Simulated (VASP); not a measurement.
SnTe, 2 atoms in the cell. The structure is cubic, space group Fm-3m (No. 225). The conventional cell has a = 6.302 Å, b = 6.302 Å, c = 6.302 Å, α = 90.00°, β = 90.00°, γ = 90.00°. Within 4.1 Å of Sn (site symmetry m-3m) lie 6 Te at 3.15 Å. Within 4.1 Å of Te (site symmetry m-3m) lie 6 Sn at 3.15 Å. 

| Property | Result |
| --- | --- |
| Program | VASP 6.6.1 |
| Task | relaxation of cell and atoms |
| Functional | LDA |
| Potentials or basis | VASP PAW LDA potentials, release 64 (Sn_d, Te) |
| Cutoff | 600 eV |
| k mesh | 9 × 9 × 9 |
| Occupations | fermi-dirac, width 0.1 eV |
| Spin | no spin polarisation |
| Dipole correction | no |
| Further INCAR settings | ALGO = Normal; EDIFF = 1e-06; IBRION = 2; EDIFFG = -0.01; NSW = 80; ISIF = 3 |

Potentials or basis: VASP PAW LDA potentials, release 64 (Sn_d, Te).

Launch:

```console
$ cat potpaw_LDA.64/Sn_d/POTCAR potpaw_LDA.64/Te/POTCAR > POTCAR
$ mpirun -np 1 vasp_std > vasp.out
```

Hardware: 1 thread of AMD EPYC 7R13 Processor (Zen 3) (shared host).

Problem. Estimate the wall time of this run.

Solution. It took 64 s on 1 thread of AMD EPYC 7R13 Processor (Zen 3), on a shared host, peak memory 0.17 GiB. Counts: scf iterations 27, k points 35, ion steps 3.
